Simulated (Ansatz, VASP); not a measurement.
# W: VASP beside Ansatz

Contents of POSCAR:

```
W
1.0
   -1.5823450000      1.5823450000      1.5823450000
    1.5823450000     -1.5823450000      1.5823450000
    1.5823450000      1.5823450000     -1.5823450000
W
1
Direct
    0.0000000000      0.0000000000      0.0000000000
```

The input INCAR.step1:

```
  PREC = Accurate
  ENCUT = 520
  ISMEAR = 0
  SIGMA = 0.1
  LREAL = F
  LASPH = T
  NELM = 60
  NBANDS = 13
  GGA = PE
  ALGO = Normal
  EDIFF = 1E-4
  LWAVE = T
  LCHARG = F
```

File INCAR.step2:

```
  PREC = Accurate
  ENCUT = 520
  EDIFF = 1E-6
  ISMEAR = 0
  SIGMA = 0.1
  LREAL = F
  LASPH = T
  NELM = 60
  ALGO = Normal
  ISIF = 2
  LWAVE = F
  LCHARG = T
  METAGGA = R2SCAN
  LMIXTAU = T
  LELF = T
  LVHAR = T
  NBANDS = 13
  ISTART = 1
```

Contents of KPOINTS:

```
regular mesh
0
Gamma
  8 8 8
```

Input for Ansatz:

```yaml
crystal:
  lattice:
    - [-1.582345, 1.582345, 1.582345]
    - [1.582345, -1.582345, 1.582345]
    - [1.582345, 1.582345, -1.582345]
  atoms:
    - { symbol: W, position: [0.0, 0.0, 0.0] }
basis:
  ecutwfc: 500
kpoints:
  mp_grid: { grid: [8, 8, 8] }
hamiltonian:
  xc: r2scan
scf:
  occupations: { method: gaussian, width: 0.1 }
output:
  forces: true
  stress: true
  eigenvalues: true
```

Alike in both runs: task single point; functional r2SCAN; k mesh 8 × 8 × 8; occupations gaussian, width 0.1 eV; no spin polarisation.

|  | VASP | Ansatz |
| --- | --- | --- |
| version | VASP 6.6.1 | Ansatz 0.2.0 |
| potentials or method | VASP PAW PBE potentials, release 64 (W_sv), cutoff 520 eV | scalar-relativistic, plane waves, PAW |
| valence electrons in the cell | 14 | 14 |

```tsv
	VASP	Ansatz	Ansatz less VASP
gap on the k mesh at the Fermi level (eV)	none	none	-
pressure (GPa)	2.7	1.5	-1.23
```

VASP's potentials were made for PBE, not for r2SCAN. A gap of «none» marks a metal or a gap that the smearing closes. The functional is the same, so the differences come from potentials, cutoffs and numerics.

Spin-orbit coupling is off throughout.
